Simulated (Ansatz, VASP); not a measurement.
# Two plane-wave programs on RuS

File INCAR:

```
SYSTEM = RuS
PREC = Accurate
ENCUT = 520
EDIFF = 1E-6
ISMEAR = 0
SIGMA = 0.05
LREAL = .FALSE.
LASPH = .TRUE.
NELM = 100
ALGO = Normal
ISIF = 2
LWAVE = .FALSE.
LCHARG = .FALSE.
GGA = PE
NBANDS = 17
```

Contents of KPOINTS:

```
regular mesh
0
G
  10 10 10
  0 0 0
```

Contents of POSCAR:

```
RuS
1.0
    0.0000000000      2.6347415354      2.6347415354
    2.6347415354      0.0000000000      2.6347415354
    2.6347415354      2.6347415354      0.0000000000
Ru S
1 1
Direct
    0.0000000000      0.0000000000      0.0000000000
    0.2500000000      0.2500000000      0.2500000000
```

Input for Ansatz:

```yaml
crystal:
  lattice:
    - [0.0, 2.6347415354, 2.6347415354]
    - [2.6347415354, 0.0, 2.6347415354]
    - [2.6347415354, 2.6347415354, 0.0]
  atoms:
    - { symbol: Ru, position: [0.0, 0.0, 0.0] }
    - { symbol: S, position: [0.25, 0.25, 0.25] }
basis:
  ecutwfc: 420
  ecutrho_ratio: 4
kpoints:
  mp_grid: { grid: [10, 10, 10] }
hamiltonian:
  xc: pbe
scf:
  occupations: { method: gaussian, width: 0.05 }
output:
  forces: true
  stress: true
  eigenvalues: true
  write_density: true
  write_potential: true
  elf: true
  volumetric_format: npy
```

Alike in both runs: task single point; functional PBE; k mesh 10 × 10 × 10; occupations gaussian, width 0.05 eV; no spin polarisation.

```csv
,VASP,Ansatz
version,VASP 6.6.1,Ansatz 0.2.0
potentials or method,"VASP PAW PBE potentials, release 64 (Ru_pv, S), cutoff 520 eV","scalar-relativistic, plane waves, PAW"
valence electrons in the cell,20,22
```

```tsv
	VASP	Ansatz	Ansatz less VASP
gap on the k mesh at the Fermi level (eV)	none	none	-
pressure (GPa)	-5.4	-5.3	+0.14
```

A gap of «none» marks a metal or a gap that the smearing closes. VASP's potentials hold 20 valence electrons a cell and Ansatz's 22, so a difference there can come from the potentials and not from the codes.
